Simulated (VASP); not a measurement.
# Ni (Fm-3m) in VASP: further runs

The runs below take Ni through single point, with PBE.

Program: VASP 6.6.1. These are calculated values, not measurements. Logs are shortened: lines on timing, memory, paths and dates and some standing lists are left out, and cuts for length are marked.

## 1. The cell of the first run

The structure is cubic, space group Fm-3m (No. 225). Conventional cell: a = 3.519 Å, b = 3.519 Å, c = 3.519 Å, α = 90.00°, β = 90.00°, γ = 90.00°. Within 3.3 Å of Ni (site symmetry m-3m) lie 12 Ni at 2.49 Å.

## 2. Single point, PBE, collinear spin, ferromagnetic start

Contents of INCAR:

```
PREC = Accurate
ENCUT = 520
EDIFF = 1E-6
ISMEAR = -1
SIGMA = 0.1
LREAL = F
LASPH = T
NELM = 150
ALGO = Normal
ISIF = 2
LWAVE = F
LCHARG = F
ISPIN = 2
MAGMOM = 1.64
LORBIT = 11
NUPDOWN = 1.64
LMAXMIX = 4
GGA = PE
NBANDS = 15
```

Contents of KPOINTS:

```
regular mesh
0
Gamma
  14 14 14
```

Contents of POSCAR:

```
Ni
1.0
    0.0000000000      1.7597000000      1.7597000000
    1.7597000000      0.0000000000      1.7597000000
    1.7597000000      1.7597000000      0.0000000000
Ni
1
Direct
    0.0000000000      0.0000000000      0.0000000000
```

Potentials or basis: VASP PAW PBE potentials, release 64 (Ni).

On the command line:

```
$ cat potpaw_PBE.64/Ni/POTCAR > POTCAR
$ mpirun -np 1 vasp_std > vasp.out
```

OUTCAR:

```text
PREC = Accurate
   ENCUT = 520
   EDIFF = 1E-6
   ISMEAR = -1
   LREAL = F
   LASPH = T
   NELM = 150
   ISIF = 2
   ISPIN = 2
   LORBIT = 11
   NUPDOWN = 1.64
   GGA = PE

 ion  position               nearest neighbor table
   1  0.000  0.000  0.000-

  LATTYP: Found a face centered cubic cell.
 ALAT       =     3.5194000000

  Lattice vectors:

 A1 = (   0.0000000000,   1.7597000000,   1.7597000000)
 A2 = (   1.7597000000,   0.0000000000,   1.7597000000)
 A3 = (   1.7597000000,   1.7597000000,   0.0000000000)

Analysis of symmetry for initial positions (statically):
=====================================================================
 Subroutine PRICEL returns:
 Original cell was already a primitive cell.

 Routine SETGRP: Setting up the symmetry group for a
 face centered cubic supercell.

 Subroutine GETGRP returns: Found 48 space group operations
 (whereof 48 operations were pure point group operations)
 out of a pool of 48 trial point group operations.

The static configuration has the point symmetry O_h .

Analysis of symmetry for dynamics (positions and initial velocities):
=====================================================================
 Subroutine PRICEL returns:
 Original cell was already a primitive cell.

 Routine SETGRP: Setting up the symmetry group for a
 face centered cubic supercell.

 Subroutine GETGRP returns: Found 48 space group operations
 (whereof 48 operations were pure point group operations)
 out of a pool of 48 trial point group operations.

The dynamic configuration has the point symmetry O_h .

Analysis of structural, dynamic, and magnetic symmetry:
=====================================================================
 Subroutine PRICEL returns:
 Original cell was already a primitive cell.

 Routine SETGRP: Setting up the symmetry group for a
 face centered cubic supercell.

 Subroutine GETGRP returns: Found 48 space group operations
 (whereof 48 operations were pure point group operations)
 out of a pool of 48 trial point group operations.

The overall configuration has the point symmetry O_h .

 Subroutine INISYM returns: Found 48 space group operations
 (whereof 48 operations are pure point group operations),
 and found     1 'primitive' translations

----------------------------------------------------------------------------------------

                                     Primitive cell

  volume of cell :      10.8980

  direct lattice vectors                    reciprocal lattice vectors
     0.000000000  1.759700000  1.759700000    -0.284139342  0.284139342  0.284139342
     1.759700000  0.000000000  1.759700000     0.284139342 -0.284139342  0.284139342
     1.759700000  1.759700000  0.000000000     0.284139342  0.284139342 -0.284139342

  length of vectors
     2.488591606  2.488591606  2.488591606     0.492143777  0.492143777  0.492143777

  position of ions in fractional coordinates (direct lattice)
     0.000000000  0.000000000  0.000000000

  ion indices of the primitive-cell ions
   primitive index   ion index
                 1           1

----------------------------------------------------------------------------------------

 KPOINTS: regular mesh

Automatic generation of k-mesh.
 Grid dimensions read from file:
 generate k-points for:   14   14   14

 Generating k-lattice:

  Cartesian coordinates                     Fractional coordinates (reciprocal lattice)
    -0.020295667  0.020295667  0.020295667     0.071428571  0.000000000  0.000000000
     0.020295667 -0.020295667  0.020295667     0.000000000  0.071428571  0.000000000
     0.020295667  0.020295667 -0.020295667     0.000000000  0.000000000  0.071428571

  Length of vectors
     0.035153127  0.035153127  0.035153127

  Shift w.r.t. Gamma in fractional coordinates (k-lattice)
     0.000000000  0.000000000  0.000000000

 Subroutine IBZKPT returns following result:
 ===========================================

 Found    104 irreducible k-points:

 Following reciprocal coordinates:
            Coordinates               Weight
  0.000000  0.000000  0.000000      1.000000
  0.071429  0.000000  0.000000      8.000000
  0.142857  0.000000  0.000000      8.000000
  0.214286  0.000000  0.000000      8.000000
  0.285714  0.000000  0.000000      8.000000
  0.357143  0.000000  0.000000      8.000000
[... 16 lines left out ...]
  0.214286  0.142857  0.000000     24.000000
  0.285714  0.142857  0.000000     24.000000
 [... further k-points ...]
   k-points           NKPTS =    104   k-points in BZ     NKDIM =    104   number of bands    NBANDS=     15
   number of dos      NEDOS =    301   number of ions     NIONS =      1
   total plane-waves  NPLWV =   8000
   dimension x,y,z NGX =    20 NGY =   20 NGZ =   20
   dimension x,y,z NGXF=    40 NGYF=   40 NGZF=   40
   ions per type =               1
   NGX,Y,Z   is equivalent  to a cutoff of  13.36, 13.36, 13.36 a.u.
   NGXF,Y,Z  is equivalent  to a cutoff of  26.72, 26.72, 26.72 a.u.
 SYSTEM =  unknown system
   PREC   = accura    normal or accurate (medium, high low for compatibility)
   ISTART =      0    job   : 0-new  1-cont  2-samecut
   ICHARG =      2    charge: 1-file 2-atom 10-const
   ISPIN  =      2    spin polarized calculation?
   LNONCOLLINEAR =      F non collinear calculations
   LSORBIT =      F    spin-orbit coupling
   LASPH  =      T    aspherical Exc in radial PAW
   ENCUT  =  520.0 eV  38.22 Ry    6.18 a.u.   4.63  4.63  4.63*2*pi/ulx,y,z
   NELM   =    150;   NELMIN=  2; NELMDL= -5     # of ELM steps
   EDIFF  = 0.1E-05   stopping-criterion for ELM
   LREAL  =      F    real-space projection
   EDIFFG = 0.1E-04   stopping-criterion for IOM
   NSW    =      0    number of steps for IOM
   IBRION =     -1    ionic relax: 0-MD 1-quasi-New 2-CG
   NFREE  =      0    steps in history (QN), initial steepest desc. (CG)
   ISIF   =      2    stress and relaxation
   ISYM   =      2    0-nonsym 1-usesym 2-fastsym
   POTIM  = 0.5000    time-step for ionic-motion
   TEBEG  =    0.0;   TEEND  =   0.0 temperature during run
   PSTRESS=    0.0 pullay stress
   NELECT =      10.0000    total number of electrons
   NUPDOWN=       1.6400    fix difference up-down
   EMIN   =  10.00;   EMAX   =-10.00  energy-range for DOS
   EFERMI =   0.00;   METHOD = LEGACY
   ISMEAR =    -1;   SIGMA  =   0.10  broadening in eV -4-tet -1-fermi 0-gaus
   EFERMI_NEDOS =   21; number of points for ismear=-14 and -15
   IALGO  =     38    algorithm
   IMIX   =      4    mixing-type and parameters
     AMIX     =   0.40;   BMIX     =  1.00
     AMIX_MAG =   1.60;   BMIX_MAG =  1.00
  volume/ion in A,a.u.               =      10.90        73.54
  Fermi-wavevector in a.u.,A,eV,Ry     =   1.590839  3.006250 34.433194  2.530768
  Thomas-Fermi vector in A             =   2.689472
   LORBIT       =     11    0 simple, 1 ext, 2 COOP (PROOUT), +10 PAW based schemes
   GGA     = PE    functional components
   LHFCALC =     F    Hartree Fock is set to
   AEXX    =    0.0000 exact exchange contribution
   IVDW    =     0    specifies the selected vdW correction
   LEPSILON=     F    determine dielectric tensor
   LRPA    =     F    only Hartree local field effects (RPA)
 spin polarized calculation
  energy-cutoff  :      520.00
  volume of cell :       10.90
 maximum number of plane-waves:       306
   NGX =  9   NGY =  9   NGZ =  9

 number of electron      10.0000009 magnetization       1.6400002

 Free energy of the ion-electron system (eV)
  ---------------------------------------------------
  ext. energy  EPLUGINS =         0.00000000
  ---------------------------------------------------
  free energy    TOTEN  =        -4.62926694 eV

  energy without entropy =       -4.58509028  energy(sigma->0) =       -4.60717861

 E-fermi :   8.7703     XC(G=0): -13.3140

 val. band max:       12.5021995215   @ k =  -0.4286   0.4286   0.0714
 cond. band min:       8.7931427320   @ k =   0.2143   0.2143   0.0000
 fundamental gap:     -3.7090567894
 Fermi energy:        12.6440203971

 spin component 1

 k-point     1 :       0.0000    0.0000    0.0000
  band No.  band energies     occupation
      1       0.0510      1.00000
      2       5.9878      1.00000
      3       5.9878      1.00000
      4       5.9878      1.00000
      5       7.0520      1.00000
      6       7.0520      1.00000
      7      32.7760      0.00000
      8      36.6011      0.00000
      9      36.6011      0.00000
     10      36.6011      0.00000
     11      39.3776      0.00000
     12      39.3776      0.00000
     13      39.3776      0.00000
     14      42.5548      0.00000
     15      48.7127      0.00000
[... 397 lines left out ...]
 k-point    24 :       0.2857    0.1429    0.0000
  band No.  band energies     occupation
      1       2.6561      1.00000
      2       5.3936      1.00000
      3       6.2106      1.00000
      4       6.4584      1.00000
      5       7.0843      1.00000
      6       7.3734      1.00000
      7      24.4065      0.00000
      8      29.9678      0.00000
      9      30.7275      0.00000
     10      33.3589      0.00000
     11      38.4159      0.00000
     12      42.4953      0.00000
     13      44.4681      0.00000
     14      46.5610      0.00000
     15      50.9914      0.00000

 [... further k-points ...]

 spin component 2

 k-point     1 :       0.0000    0.0000    0.0000
  band No.  band energies     occupation
      1       0.6132      1.00000
      2       7.5166      1.00000
      3       7.5166      1.00000
      4       7.5166      1.00000
      5       8.5216      0.92326
      6       8.5216      0.92326
      7      33.2673      0.00000
      8      37.1871      0.00000
      9      37.1871      0.00000
     10      37.1871      0.00000
     11      40.1264      0.00000
     12      40.1264      0.00000
     13      40.1264      0.00000
     14      43.0977      0.00000
     15      49.4734      0.00000
[... 397 lines left out ...]
 k-point    24 :       0.2857    0.1429    0.0000
  band No.  band energies     occupation
      1       3.2704      1.00000
      2       6.8290      1.00000
      3       7.6597      0.99998
      4       7.9818      0.99962
      5       8.5720      0.87903
      6       8.8952      0.22282
      7      25.1712      0.00000
      8      30.6629      0.00000
      9      31.3636      0.00000
     10      34.0538      0.00000
     11      39.1285      0.00000
     12      43.0889      0.00000
     13      45.0554      0.00000
     14      47.2108      0.00000
     15      51.6903      0.00000

 [... further k-points ...]
[... 5 lines left out ...]
  --------------------------------------------------------------------------------------
  -------------------------------------------------------------------------------------
  Total        1.0302168      1.0302168      1.0302168     -0.0000000      0.0000000      0.0000000
  in kB      151.4583853    151.4583853    151.4583853     -0.0000000      0.0000000      0.0000000
  external PRESSURE =     151.4583853 kB  Pullay stress =       0.0000000 kB

 VOLUME and BASIS-vectors are now :
 -----------------------------------------------------------------------------
  energy-cutoff  :      520.00
  volume of cell :       10.90
      direct lattice vectors                 reciprocal lattice vectors
     0.000000000  1.759700000  1.759700000    -0.284139342  0.284139342  0.284139342
     1.759700000  0.000000000  1.759700000     0.284139342 -0.284139342  0.284139342
     1.759700000  1.759700000  0.000000000     0.284139342  0.284139342 -0.284139342

 POSITION                                       TOTAL-FORCE (eV/Angst)
 -----------------------------------------------------------------------------------
      0.00000      0.00000      0.00000         0.000000     -0.000000      0.000000
 -----------------------------------------------------------------------------------
    total drift:                                0.000000      0.000000      0.000000

  FREE ENERGIE OF THE ION-ELECTRON SYSTEM (eV)
  ---------------------------------------------------
  free  energy   TOTEN  =        -4.6292669390 eV

  energy  without entropy=       -4.5850902752  energy(sigma->0) =       -4.60717861

 total charge

# of ion       s       p       d       tot
------------------------------------------
    1        0.529   0.607   8.126   9.261

 magnetization (x)

# of ion       s       p       d       tot
------------------------------------------
    1        0.046   0.142   1.374   1.563
```

It took 41 s on 1 thread of Intel Xeon 6975P-C, shared host; peak memory 0.15 GiB.

Results:

- Free energy: -4.6293 eV
- Pressure: 15.1 GPa
- Net moment: 1.64 μB per cell
- Site moments: Ni +1.56 μB
- Valence electrons inside the program's atomic spheres: Ni 9.26

Caveat: the total moment is fixed, so each spin has its own Fermi level.

(Part 1 of 2 ends here.)
